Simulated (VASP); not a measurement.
Here is a VASP 6.6.1 calculation.

The input INCAR:

```
SYSTEM = Au
PREC = Accurate ; ENCUT = 520
EDIFF = 1E-6 ; ISMEAR = -1
SIGMA = 0.05 ; LREAL = .False.
LASPH = .True. ; NELM = 100
ALGO = Normal ; ISIF = 2
LWAVE = .False. ; LCHARG = .False.
GGA = RP ; IVDW = 13
NBANDS = 12
```

The input KPOINTS:

```
Automatic mesh
0
Gamma
  11 11 11
  0 0 0
```

File POSCAR:

```
Au
1.0
   -1.6290966946      1.6290966946      1.6290966946
    1.6290966946     -1.6290966946      1.6290966946
    1.6290966946      1.6290966946     -1.6290966946
Au
1
Direct
    0.0000000000      0.0000000000      0.0000000000
```

Potentials or basis: VASP PAW PBE potentials, release 64 (Au).

The run is started by

```sh
$ cat potpaw_PBE.64/Au/POTCAR > POTCAR
$ mpirun -np 1 vasp_std > vasp.out
```

(1) Estimate the dispersion energy per atom.

(2) Estimate the pressure.

Answers

(1) -1.288 eV.

(2) -0.3 GPa.

Caveat: the PAW data sets were made with another functional, which shifts forces and pressure a little; pairwise dispersion overbinds metals, which lowers pressure and volume.
